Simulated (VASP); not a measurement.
Input of a VASP 6.6.1 run:

INCAR

```
PREC = Accurate
ENCUT = 500
EDIFF = 1E-7
ISMEAR = 0
SIGMA = 0.01
LREAL = F
LASPH = T
NELM = 120
ALGO = Normal
ISIF = 3
LWAVE = F
LCHARG = F
GGA = CA
IBRION = 2
NSW = 80
EDIFFG = -0.001
GGA_COMPAT = F
NELMIN = 4
```

File KPOINTS:

```
regular mesh
0
Gamma
  12 12 6
```

POSCAR

```
ZnS
1.0
    3.7382164777      0.0000000000      0.0000000000
   -1.8691082389      3.2373904346      0.0000000000
    0.0000000000      0.0000000000      6.1430271494
Zn S
2 2
Direct
    0.3333333333      0.6666666667      0.0055916828
    0.6666666667      0.3333333333      0.5055916828
    0.3333333333      0.6666666667      0.3794083172
    0.6666666667      0.3333333333      0.8794083172
```

Potentials or basis: VASP PAW LDA potentials, release 64 (Zn, S).

The run is started by

```sh
$ cat potpaw_LDA.64/Zn/POTCAR potpaw_LDA.64/S/POTCAR > POTCAR
$ mpirun -np 1 vasp_std > vasp.out
```

(1) Predict the space group after relaxing (to 0.1 Å).

(2) What does it give for the relaxed cell?

(3) Estimate the relaxed volume.

Answers

(1) P6_3mc (No. 186).

(2) a = 3.742 Å, b = 3.742 Å, c = 6.149 Å, α = 90.00°, β = 90.00°, γ = 120.00°.

(3) 18.64 Å³/atom.
